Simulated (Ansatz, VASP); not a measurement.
**One calculation of Sb, two programs**

```
Sb
1.0
     2.15420    1.24373    3.75800
    -2.15420    1.24373    3.75800
     0.00000   -2.48746    3.75800
Sb
2
Direct
  0.23349 0.23349 0.23349
  0.76651 0.76651 0.76651
```

Alike in both runs: task relaxation of cell and atoms; functional PBEsol; k mesh 12 × 12 × 12; occupations gaussian, width 0.1 eV; no spin polarisation.

|  | VASP | Ansatz |
| --- | --- | --- |
| version | VASP 6.6.1 | Ansatz 0.2.0 |
| potentials or method | VASP PAW PBE potentials, release 64 (Sb), cutoff 600 eV | scalar-relativistic, plane waves, PAW |
| valence electrons in the cell | 10 | 30 |

```tsv
	VASP	Ansatz	Ansatz less VASP
gap on the k mesh at the Fermi level, each at its own relaxed structure (eV)	none	none	-
relaxed volume (Å³/atom)	29.81	29.82	+0.007
relaxed cell length with the largest relative difference (Å)	4.447	4.452	+0.0050
```

VASP's potentials were made for PBE, not for PBEsol. A gap of «none» marks a metal or a gap that the smearing closes. VASP's potentials hold 10 valence electrons a cell and Ansatz's 30, so a difference there can come from the potentials and not from the codes.

Neither program's run includes spin-orbit coupling.
